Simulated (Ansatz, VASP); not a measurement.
## Zr3TiC4 in VASP and in Ansatz

```
Zr Ti C
1.0
     3.28142    0.00000    0.00000
     0.00000    4.62658    0.00000
     0.00000    0.00000    6.53282
Zr Ti C
3 1 4
Direct
  0.00000 0.00000 0.74579
  0.00000 0.00000 0.25421
  0.50000 0.50000 0.00000
  0.50000 0.50000 0.50000
  0.00000 0.50000 0.26118
  0.00000 0.50000 0.73882
  0.50000 0.00000 0.00000
  0.50000 0.00000 0.50000
```

Alike in both runs: functional PBE; k mesh 6 × 4 × 4; occupations gaussian, width 0.1 eV; no spin polarisation.

Ansatz relaxed the structure, and its values are those at the end. VASP's run is a single point on that final structure, the one shown.

|  | VASP | Ansatz |
| --- | --- | --- |
| version | VASP 6.6.1 | Ansatz 0.2.0 |
| potentials or method | VASP PAW PBE potentials, release 64 (Zr_sv, Ti_sv, C), cutoff 520 eV | scalar-relativistic, plane waves, PAW |
| valence electrons in the cell | 64 | 64 |

```csv
,VASP,Ansatz,Ansatz less VASP
gap on the k mesh at the Fermi level (eV),none,none,-
pressure (GPa),0.0,-0.3,-0.25
```

A gap of «none» marks a metal or a gap that the smearing closes. With one functional, cell and mesh, what is left measures potentials, basis and numerics.
